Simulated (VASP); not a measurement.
# ZnS in VASP: settings compared, part 3 of 3

VASP 6.6.1. The steps go on from the part before.

## Step 6: Single point, PBE (epitaxial xy strain -3.0%)

Contents of INCAR:

```
PREC = Accurate
ENCUT = 520
EDIFF = 1E-6
ISMEAR = -1
SIGMA = 0.02
LREAL = False
LASPH = True
NELM = 60
ALGO = Normal
ISIF = 2
LWAVE = False
LCHARG = True
GGA = PE
LELF = True
LVHAR = True
NBANDS = 16
```

Contents of KPOINTS:

```
Automatic mesh
0
Gamma
  8 8 8
```

Contents of POSCAR:

```
ZnS
1.0
    0.0000000000      2.6132632584      2.7886568385
    2.6132632584      0.0000000000      2.7886568385
    2.6132632584      2.6132632584      0.0000000000
Zn S
1 1
Direct
    0.0000000000      0.0000000000      0.0000000000
    0.2500000000      0.2500000000      0.2500000000
```

Potentials or basis: VASP PAW PBE potentials, release 64 (Zn, S).

Command:

```bash
> cat potpaw_PBE.64/Zn/POTCAR potpaw_PBE.64/S/POTCAR > POTCAR
> mpirun -np 1 vasp_std > vasp.out
```

OUTCAR:

```text
PREC = Accurate
   ENCUT = 520
   EDIFF = 1E-6
   ISMEAR = -1
   LREAL = False
   LASPH = True
   NELM = 60
   ISIF = 2
   GGA = PE

 ion  position               nearest neighbor table
   1  0.000  0.000  0.000-   2 2.31   2 2.31   2 2.31   2 2.31
   2  0.250  0.250  0.250-   1 2.31   1 2.31   1 2.31   1 2.31

  LATTYP: Found a body centered tetragonal cell.
 ALAT       =     3.6957123421
 C/A-ratio  =     1.5091308957

  Lattice vectors:

 A1 = (  -2.6132632584,   0.0000000000,   2.7886568385)
 A2 = (   2.6132632584,   0.0000000000,   2.7886568385)
 A3 = (   0.0000000000,   2.6132632584,  -2.7886568385)

Analysis of symmetry for initial positions (statically):
=====================================================================
 Subroutine PRICEL returns:
 Original cell was already a primitive cell.

 Routine SETGRP: Setting up the symmetry group for a
 body centered tetragonal supercell.

 Subroutine GETGRP returns: Found  8 space group operations
 (whereof  8 operations were pure point group operations)
 out of a pool of 16 trial point group operations.

The static configuration has the point symmetry D_2d.

Analysis of symmetry for dynamics (positions and initial velocities):
=====================================================================
 Subroutine PRICEL returns:
 Original cell was already a primitive cell.

 Routine SETGRP: Setting up the symmetry group for a
 body centered tetragonal supercell.

 Subroutine GETGRP returns: Found  8 space group operations
 (whereof  8 operations were pure point group operations)
 out of a pool of 16 trial point group operations.

The dynamic configuration has the point symmetry D_2d.

 Subroutine INISYM returns: Found  8 space group operations
 (whereof  8 operations are pure point group operations),
 and found     1 'primitive' translations

----------------------------------------------------------------------------------------

                                     Primitive cell

  volume of cell :      38.0883

  direct lattice vectors                    reciprocal lattice vectors
     0.000000000  2.613263258  2.788656839    -0.191331661  0.191331661  0.179297787
     2.613263258  0.000000000  2.788656839     0.191331661 -0.191331661  0.179297787
     2.613263258  2.613263258  0.000000000     0.191331661  0.191331661 -0.179297787

  length of vectors
     3.821747221  3.821747221  3.695712342     0.324597143  0.324597143  0.324597143

  position of ions in fractional coordinates (direct lattice)
     0.000000000  0.000000000  0.000000000
     0.250000000  0.250000000  0.250000000

  ion indices of the primitive-cell ions
   primitive index   ion index
                 1           1
                 2           2

----------------------------------------------------------------------------------------

 KPOINTS: Automatic mesh

Automatic generation of k-mesh.
 Grid dimensions read from file:
 generate k-points for:    8    8    8

 Generating k-lattice:

  Cartesian coordinates                     Fractional coordinates (reciprocal lattice)
    -0.023916458  0.023916458  0.022412223     0.125000000  0.000000000  0.000000000
     0.023916458 -0.023916458  0.022412223     0.000000000  0.125000000  0.000000000
     0.023916458  0.023916458 -0.022412223    -0.000000000 -0.000000000  0.125000000

  Length of vectors
     0.040574643  0.040574643  0.040574643

  Shift w.r.t. Gamma in fractional coordinates (k-lattice)
     0.000000000  0.000000000  0.000000000

 Subroutine IBZKPT returns following result:
 ===========================================

 Found     59 irreducible k-points:

 Following reciprocal coordinates:
            Coordinates               Weight
  0.000000  0.000000  0.000000      1.000000
  0.125000  0.000000  0.000000      8.000000
  0.250000  0.000000  0.000000      8.000000
  0.375000 -0.000000  0.000000      8.000000
  0.500000  0.000000  0.000000      4.000000
  0.125000  0.125000  0.000000      2.000000
[... 16 lines left out ...]
  0.250000  0.000000  0.125000     16.000000
  0.375000 -0.000000  0.125000     16.000000
 [... further k-points ...]
   k-points           NKPTS =     59   k-points in BZ     NKDIM =     59   number of bands    NBANDS=     16
   number of dos      NEDOS =    301   number of ions     NIONS =      2
   total plane-waves  NPLWV =  21952
   dimension x,y,z NGX =    28 NGY =   28 NGZ =   28
   dimension x,y,z NGXF=    56 NGYF=   56 NGZF=   56
   ions per type =               1   1
   NGX,Y,Z   is equivalent  to a cutoff of  12.18, 12.18, 12.60 a.u.
   NGXF,Y,Z  is equivalent  to a cutoff of  24.36, 24.36, 25.19 a.u.
 SYSTEM =  unknown system
   PREC   = accura    normal or accurate (medium, high low for compatibility)
   ISTART =      0    job   : 0-new  1-cont  2-samecut
   ICHARG =      2    charge: 1-file 2-atom 10-const
   ISPIN  =      1    spin polarized calculation?
   LNONCOLLINEAR =      F non collinear calculations
   LSORBIT =      F    spin-orbit coupling
   LASPH  =      T    aspherical Exc in radial PAW
   ENCUT  =  520.0 eV  38.22 Ry    6.18 a.u.   7.11  7.11  6.87*2*pi/ulx,y,z
   NELM   =     60;   NELMIN=  2; NELMDL= -5     # of ELM steps
   EDIFF  = 0.1E-05   stopping-criterion for ELM
   LREAL  =      F    real-space projection
   EDIFFG = 0.1E-04   stopping-criterion for IOM
   NSW    =      0    number of steps for IOM
   IBRION =     -1    ionic relax: 0-MD 1-quasi-New 2-CG
   NFREE  =      0    steps in history (QN), initial steepest desc. (CG)
   ISIF   =      2    stress and relaxation
   ISYM   =      2    0-nonsym 1-usesym 2-fastsym
   POTIM  = 0.5000    time-step for ionic-motion
   TEBEG  =    0.0;   TEEND  =   0.0 temperature during run
   PSTRESS=    0.0 pullay stress
   NELECT =      18.0000    total number of electrons
   NUPDOWN=      -1.0000    fix difference up-down
   EMIN   =  10.00;   EMAX   =-10.00  energy-range for DOS
   EFERMI =   0.00;   METHOD = LEGACY
   ISMEAR =    -1;   SIGMA  =   0.02  broadening in eV -4-tet -1-fermi 0-gaus
   EFERMI_NEDOS =   21; number of points for ismear=-14 and -15
   IALGO  =     38    algorithm
   IMIX   =      4    mixing-type and parameters
     AMIX     =   0.40;   BMIX     =  1.00
     AMIX_MAG =   1.60;   BMIX_MAG =  1.00
  volume/ion in A,a.u.               =      19.04       128.52
  Fermi-wavevector in a.u.,A,eV,Ry     =   1.275171  2.409724 22.123915  1.626062
  Thomas-Fermi vector in A             =   2.407898
   LORBIT       =      0    0 simple, 1 ext, 2 COOP (PROOUT), +10 PAW based schemes
   GGA     = PE    functional components
   LHFCALC =     F    Hartree Fock is set to
   AEXX    =    0.0000 exact exchange contribution
   IVDW    =     0    specifies the selected vdW correction
   LEPSILON=     F    determine dielectric tensor
   LRPA    =     F    only Hartree local field effects (RPA)
 non-spin polarized calculation
  energy-cutoff  :      520.00
  volume of cell :       38.09
 maximum number of plane-waves:      1042
   NGX = 15   NGY = 15   NGZ = 13

 number of electron      18.0000020 magnetization

 Free energy of the ion-electron system (eV)
  ---------------------------------------------------
  ext. energy  EPLUGINS =         0.00000000
  ---------------------------------------------------
  free energy    TOTEN  =        -6.80561558 eV

  energy without entropy =       -6.80561558  energy(sigma->0) =       -6.80561558

 E-fermi :   2.9723     XC(G=0):  -9.8013

 val. band max:        2.5242487135   @ k =   0.0000   0.0000   0.0000
 cond. band min:       4.6919906465   @ k =   0.0000   0.0000   0.0000
 fundamental gap:      2.1677419329
 Fermi energy:         2.9723271545

 k-point     1 :       0.0000    0.0000    0.0000
  band No.  band energies     occupation
      1     -10.9419      2.00000
      2      -4.0677      2.00000
      3      -4.0234      2.00000
      4      -4.0234      2.00000
      5      -3.5164      2.00000
      6      -3.4935      2.00000
[... 8 lines left out ...]
     15      14.5760      0.00000
     16      14.8087      0.00000
[... 419 lines left out ...]
 k-point    24 :       0.3750   -0.0000    0.1250
  band No.  band energies     occupation
      1     -10.1402      2.00000
      2      -3.9721      2.00000
      3      -3.9177      2.00000
      4      -3.8486      2.00000
      5      -3.5020      2.00000
      6      -3.4582      2.00000
[... 8 lines left out ...]
     15      15.0563      0.00000
     16      15.9141      0.00000

 [... further k-points ...]

------------------------ aborting loop because EDIFF is reached ----------------------------------------

  FORCE on cell =-STRESS in cart. coord.  units (eV):
  Direction    XX          YY          ZZ          XY          YZ          ZX
  --------------------------------------------------------------------------------------
  -------------------------------------------------------------------------------------
  Total        1.3156429      1.3156429      0.6317405      0.0000000      0.0000000      0.0000000
  in kB       55.3422999     55.3422999     26.5740597      0.0000000      0.0000000      0.0000000
  external PRESSURE =      45.7528865 kB  Pullay stress =       0.0000000 kB

 VOLUME and BASIS-vectors are now :
 -----------------------------------------------------------------------------
  energy-cutoff  :      520.00
  volume of cell :       38.09
      direct lattice vectors                 reciprocal lattice vectors
     0.000000000  2.613263258  2.788656839    -0.191331661  0.191331661  0.179297787
     2.613263258  0.000000000  2.788656839     0.191331661 -0.191331661  0.179297787
     2.613263258  2.613263258  0.000000000     0.191331661  0.191331661 -0.179297787

 POSITION                                       TOTAL-FORCE (eV/Angst)
 -----------------------------------------------------------------------------------
      0.00000      0.00000      0.00000        -0.000000     -0.000000      0.000000
      1.30663      1.30663      1.39433         0.000000      0.000000     -0.000000
 -----------------------------------------------------------------------------------
    total drift:                                0.000000      0.000000      0.000004

  FREE ENERGIE OF THE ION-ELECTRON SYSTEM (eV)
  ---------------------------------------------------
  free  energy   TOTEN  =        -6.8056155831 eV

  energy  without entropy=       -6.8056155831  energy(sigma->0) =       -6.80561558
```

OSZICAR:

```text
N       E                     dE             d eps       ncg     rms          rms(c)
DAV:   1     0.904277967968E+02    0.90428E+02   -0.89913E+03  1904   0.136E+03
DAV:   2    -0.147364167041E+01   -0.91901E+02   -0.85988E+02  2152   0.265E+02
DAV:   3    -0.717926482937E+01   -0.57056E+01   -0.56833E+01  2392   0.642E+01
DAV:   4    -0.723780795985E+01   -0.58543E-01   -0.58530E-01  2304   0.671E+00
DAV:   5    -0.723848541863E+01   -0.67746E-03   -0.67745E-03  2424   0.696E-01    0.733E+00
DAV:   6    -0.682796599942E+01    0.41052E+00   -0.74231E-01  2768   0.307E+01    0.569E+00
DAV:   7    -0.680607102454E+01    0.21895E-01   -0.26498E-01  2272   0.472E+00    0.286E+00
DAV:   8    -0.680527851483E+01    0.79251E-03   -0.55382E-03  2528   0.101E+00    0.762E-01
DAV:   9    -0.680546330217E+01   -0.18479E-03   -0.13783E-03  2256   0.292E-01    0.946E-02
DAV:  10    -0.680561375789E+01   -0.15046E-03   -0.19304E-04  2392   0.103E-01    0.312E-02
DAV:  11    -0.680561506607E+01   -0.13082E-05   -0.27009E-05  2208   0.402E-02    0.756E-03
DAV:  12    -0.680561558307E+01   -0.51700E-06   -0.31488E-06  2512   0.113E-02
   1 F= -.68056156E+01 E0= -.68056156E+01  d E =-.685116E-12
```

Run time: 16 s. Hardware: 1 thread of Intel Xeon Platinum 8559C (Emerald Rapids), shared host; peak memory 0.17 GiB.

Results:

```
Free energy            : -6.8056 eV
Pressure               : 4.6 GPa
Band gap on the k mesh : 2.17 eV, direct
```

Caveat: the cell differs from its parent crystal (epitaxial xy strain -3.0%).

## Step 7: Summary

| level | cell | smearing | gap on the mesh (eV) | pressure (GPa) |
| --- | --- | --- | --- | --- |
| PBE | a = 3.696 Å, angles 60.0°, 2 atoms | fermi-dirac 0.02 eV | 2.57 | 11.3 |
| PBE | a = 3.924 Å, angles 60.0°, 2 atoms | fermi-dirac 0.02 eV | 1.77 | -3.4 |
| r2SCAN | a = 3.696 Å, angles 60.0°, 2 atoms | gaussian 0.01 eV | 3.16 | 8.9 |
| r2SCAN | a = 3.924 Å, angles 60.0°, 2 atoms | gaussian 0.01 eV | 2.31 | -5.7 |
| PBE | a = 3.822, b = 3.822, c = 3.696 Å, angles 61.1, 61.1, 57.8°, 2 atoms | fermi-dirac 0.02 eV | 2.17 | 4.6 |

Alike in all rows: task single point; potentials or basis VASP PAW PBE potentials, release 64 (Zn, S); no spin polarisation; k mesh 8 × 8 × 8; cutoff (eV) 520.

Caveats: the PAW data sets were made with another functional, which shifts forces and pressure a little (some runs).

Absolute energies hang on the potentials; compare differences alone.
